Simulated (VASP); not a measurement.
# MgB (CsCl type) (Pm-3m) in VASP: settings compared, part 2 of 3

VASP 6.6.1. Earlier steps stand in the parts before.

## Step 4: Single point, PBEsol (functional pbesol, volume scaled by 1.04)

The input, INCAR:

```
SYSTEM = MgB
ALGO = Normal
EDIFF = 1E-6
ENCUT = 520
GGA = PS
ISIF = 2
ISMEAR = -1
LASPH = .TRUE.
LCHARG = .FALSE.
LREAL = .FALSE.
LWAVE = .FALSE.
NBANDS = 10
NELM = 100
PREC = Accurate
SIGMA = 0.05
```

The input, KPOINTS:

```
k-points
0
G
  11 11 11
  0 0 0
```

The input, POSCAR:

```
MgB
1.0
    2.9311688766      0.0000000000      0.0000000000
    0.0000000000      2.9311688766      0.0000000000
    0.0000000000      0.0000000000      2.9311688766
B Mg
1 1
Direct
    0.0000000000      0.0000000000      0.0000000000
    0.5000000000      0.5000000000      0.5000000000
```

Potentials or basis: VASP PAW PBE potentials, release 64 (B, Mg).

Command:

```sh
> cat potpaw_PBE.64/B/POTCAR potpaw_PBE.64/Mg/POTCAR > POTCAR
> mpirun -np 1 vasp_std > vasp.out
```

OUTCAR:

```text
SYSTEM = MgB
   EDIFF = 1E-6
   ENCUT = 520
   GGA = PS
   ISIF = 2
   ISMEAR = -1
   LASPH = .TRUE.
   LREAL = .FALSE.
   NELM = 100
   PREC = Accurate

 ion  position               nearest neighbor table
   1  0.000  0.000  0.000-   2 2.54   2 2.54   2 2.54   2 2.54   2 2.54   2 2.54   2 2.54   2 2.54

   2  0.500  0.500  0.500-   1 2.54   1 2.54   1 2.54   1 2.54   1 2.54   1 2.54   1 2.54   1 2.54

  LATTYP: Found a simple cubic cell.
 ALAT       =     2.9311688766

  Lattice vectors:

 A1 = (   2.9311688766,   0.0000000000,   0.0000000000)
 A2 = (   0.0000000000,   2.9311688766,   0.0000000000)
 A3 = (   0.0000000000,   0.0000000000,   2.9311688766)

Analysis of symmetry for initial positions (statically):
=====================================================================
 Subroutine PRICEL returns:
 Original cell was already a primitive cell.

 Routine SETGRP: Setting up the symmetry group for a
 simple cubic supercell.

 Subroutine GETGRP returns: Found 48 space group operations
 (whereof 48 operations were pure point group operations)
 out of a pool of 48 trial point group operations.

The static configuration has the point symmetry O_h .

Analysis of symmetry for dynamics (positions and initial velocities):
=====================================================================
 Subroutine PRICEL returns:
 Original cell was already a primitive cell.

 Routine SETGRP: Setting up the symmetry group for a
 simple cubic supercell.

 Subroutine GETGRP returns: Found 48 space group operations
 (whereof 48 operations were pure point group operations)
 out of a pool of 48 trial point group operations.

The dynamic configuration has the point symmetry O_h .

 Subroutine INISYM returns: Found 48 space group operations
 (whereof 48 operations are pure point group operations),
 and found     1 'primitive' translations

----------------------------------------------------------------------------------------

                                     Primitive cell

  volume of cell :      25.1839

  direct lattice vectors                    reciprocal lattice vectors
     2.931168877  0.000000000  0.000000000     0.341160828  0.000000000  0.000000000
     0.000000000  2.931168877  0.000000000     0.000000000  0.341160828  0.000000000
     0.000000000  0.000000000  2.931168877     0.000000000  0.000000000  0.341160828

  length of vectors
     2.931168877  2.931168877  2.931168877     0.341160828  0.341160828  0.341160828

  position of ions in fractional coordinates (direct lattice)
     0.000000000  0.000000000  0.000000000
     0.500000000  0.500000000  0.500000000

  ion indices of the primitive-cell ions
   primitive index   ion index
                 1           1
                 2           2

----------------------------------------------------------------------------------------

 KPOINTS: k-points

Automatic generation of k-mesh.
 Grid dimensions read from file:
 generate k-points for:   11   11   11

 Generating k-lattice:

  Cartesian coordinates                     Fractional coordinates (reciprocal lattice)
     0.031014621  0.000000000  0.000000000     0.090909091  0.000000000  0.000000000
     0.000000000  0.031014621  0.000000000     0.000000000  0.090909091  0.000000000
     0.000000000  0.000000000  0.031014621     0.000000000  0.000000000  0.090909091

  Length of vectors
     0.031014621  0.031014621  0.031014621

  Shift w.r.t. Gamma in fractional coordinates (k-lattice)
     0.000000000  0.000000000  0.000000000

 Subroutine IBZKPT returns following result:
 ===========================================

 Found     56 irreducible k-points:

 Following reciprocal coordinates:
            Coordinates               Weight
  0.000000  0.000000  0.000000      1.000000
  0.090909  0.000000  0.000000      6.000000
  0.181818  0.000000  0.000000      6.000000
  0.272727  0.000000  0.000000      6.000000
  0.363636  0.000000  0.000000      6.000000
  0.454545  0.000000  0.000000      6.000000
[... 16 lines left out ...]
  0.181818  0.090909  0.090909     24.000000
  0.272727  0.090909  0.090909     24.000000
 [... further k-points ...]
   k-points           NKPTS =     56   k-points in BZ     NKDIM =     56   number of bands    NBANDS=     10
   number of dos      NEDOS =    301   number of ions     NIONS =      2
   total plane-waves  NPLWV =  13824
   dimension x,y,z NGX =    24 NGY =   24 NGZ =   24
   dimension x,y,z NGXF=    48 NGYF=   48 NGZF=   48
   ions per type =               1   1
   NGX,Y,Z   is equivalent  to a cutoff of  13.61, 13.61, 13.61 a.u.
   NGXF,Y,Z  is equivalent  to a cutoff of  27.22, 27.22, 27.22 a.u.
 SYSTEM =  MgB
   PREC   = accura    normal or accurate (medium, high low for compatibility)
   ISTART =      0    job   : 0-new  1-cont  2-samecut
   ICHARG =      2    charge: 1-file 2-atom 10-const
   ISPIN  =      1    spin polarized calculation?
   LNONCOLLINEAR =      F non collinear calculations
   LSORBIT =      F    spin-orbit coupling
   LASPH  =      T    aspherical Exc in radial PAW
   ENCUT  =  520.0 eV  38.22 Ry    6.18 a.u.   5.45  5.45  5.45*2*pi/ulx,y,z
   NELM   =    100;   NELMIN=  2; NELMDL= -5     # of ELM steps
   EDIFF  = 0.1E-05   stopping-criterion for ELM
   LREAL  =      F    real-space projection
   EDIFFG = 0.1E-04   stopping-criterion for IOM
   NSW    =      0    number of steps for IOM
   IBRION =     -1    ionic relax: 0-MD 1-quasi-New 2-CG
   NFREE  =      0    steps in history (QN), initial steepest desc. (CG)
   ISIF   =      2    stress and relaxation
   ISYM   =      2    0-nonsym 1-usesym 2-fastsym
   POTIM  = 0.5000    time-step for ionic-motion
   TEBEG  =    0.0;   TEEND  =   0.0 temperature during run
   PSTRESS=    0.0 pullay stress
   NELECT =       5.0000    total number of electrons
   NUPDOWN=      -1.0000    fix difference up-down
   EMIN   =  10.00;   EMAX   =-10.00  energy-range for DOS
   EFERMI =   0.00;   METHOD = LEGACY
   ISMEAR =    -1;   SIGMA  =   0.05  broadening in eV -4-tet -1-fermi 0-gaus
   EFERMI_NEDOS =   21; number of points for ismear=-14 and -15
   IALGO  =     38    algorithm
   IMIX   =      4    mixing-type and parameters
     AMIX     =   0.40;   BMIX     =  1.00
     AMIX_MAG =   1.60;   BMIX_MAG =  1.00
  volume/ion in A,a.u.               =      12.59        84.97
  Fermi-wavevector in a.u.,A,eV,Ry     =   0.955045  1.804774 12.410032  0.912112
  Thomas-Fermi vector in A             =   2.083847
   LORBIT       =      0    0 simple, 1 ext, 2 COOP (PROOUT), +10 PAW based schemes
   GGA     = PS    functional components
   LHFCALC =     F    Hartree Fock is set to
   AEXX    =    0.0000 exact exchange contribution
   IVDW    =     0    specifies the selected vdW correction
   LEPSILON=     F    determine dielectric tensor
   LRPA    =     F    only Hartree local field effects (RPA)
 non-spin polarized calculation
  energy-cutoff  :      520.00
  volume of cell :       25.18
 maximum number of plane-waves:       697
 NGX is ok and might be reduce to    24
   NGX = 11   NGY = 11   NGZ = 11

 number of electron       5.0000000 magnetization

 Free energy of the ion-electron system (eV)
  ---------------------------------------------------
  ext. energy  EPLUGINS =         0.00000000
  ---------------------------------------------------
  free energy    TOTEN  =        -7.13922647 eV

  energy without entropy =       -7.13560464  energy(sigma->0) =       -7.13741556

 E-fermi :   4.2887     XC(G=0): -10.2912

 val. band max:        4.2467535788   @ k =   0.3636   0.3636   0.3636
 cond. band min:       4.3983191064   @ k =   0.4545   0.2727   0.1818
 fundamental gap:      0.1515655276
 Fermi energy:         4.2886913343

 k-point     1 :       0.0000    0.0000    0.0000
  band No.  band energies     occupation
      1      -6.2349      2.00000
      2       6.7510      0.00000
      3       6.7510      0.00000
      4       6.7510      0.00000
      5      11.2118      0.00000
      6      11.2118      0.00000
      7      12.7736      0.00000
      8      21.8779      0.00000
      9      21.8779      0.00000
     10      21.8779      0.00000
[... 287 lines left out ...]
 k-point    24 :       0.2727    0.0909    0.0909
  band No.  band energies     occupation
      1      -4.8607      2.00000
      2       2.2021      2.00000
      3       6.4333      0.00000
      4       6.7152      0.00000
      5      13.2470      0.00000
      6      13.7913      0.00000
      7      15.2094      0.00000
      8      17.5581      0.00000
      9      18.7430      0.00000
     10      21.7193      0.00000

 [... further k-points ...]
[... 5 lines left out ...]
  --------------------------------------------------------------------------------------
  -------------------------------------------------------------------------------------
  Total       -0.7787971     -0.7787971     -0.7787971      0.0000000     -0.0000000      0.0000000
  in kB      -49.5464313    -49.5464313    -49.5464313      0.0000000     -0.0000000      0.0000000
  external PRESSURE =     -49.5464313 kB  Pullay stress =       0.0000000 kB

 VOLUME and BASIS-vectors are now :
 -----------------------------------------------------------------------------
  energy-cutoff  :      520.00
  volume of cell :       25.18
      direct lattice vectors                 reciprocal lattice vectors
     2.931168877  0.000000000  0.000000000     0.341160828  0.000000000  0.000000000
     0.000000000  2.931168877  0.000000000     0.000000000  0.341160828  0.000000000
     0.000000000  0.000000000  2.931168877     0.000000000  0.000000000  0.341160828

 POSITION                                       TOTAL-FORCE (eV/Angst)
 -----------------------------------------------------------------------------------
      0.00000      0.00000      0.00000         0.000000      0.000000      0.000000
      1.46558      1.46558      1.46558         0.000000      0.000000      0.000000
 -----------------------------------------------------------------------------------
    total drift:                               -0.000000      0.000000      0.000000

  FREE ENERGIE OF THE ION-ELECTRON SYSTEM (eV)
  ---------------------------------------------------
  free  energy   TOTEN  =        -7.1392264726 eV

  energy  without entropy=       -7.1356046410  energy(sigma->0) =       -7.13741556
```

It took 3.9 s on 1 thread of Intel Xeon 6975P-C (Granite Rapids), shared host; peak memory 0.14 GiB.

What came out:

* Free energy: -7.1392 eV
* Pressure: -5.0 GPa

Levels at points of the mesh, in eV from the Fermi level:
```csv
k point,band 1,band 2,band 3,band 4,band 5,band 6
"(0.00, 0.00, 0.00)",-10.52,2.46,2.46,2.46,6.92,6.92
```

Caveat: the PAW data sets were made with another functional, which shifts forces and pressure a little.

[end of part 2 of 3]
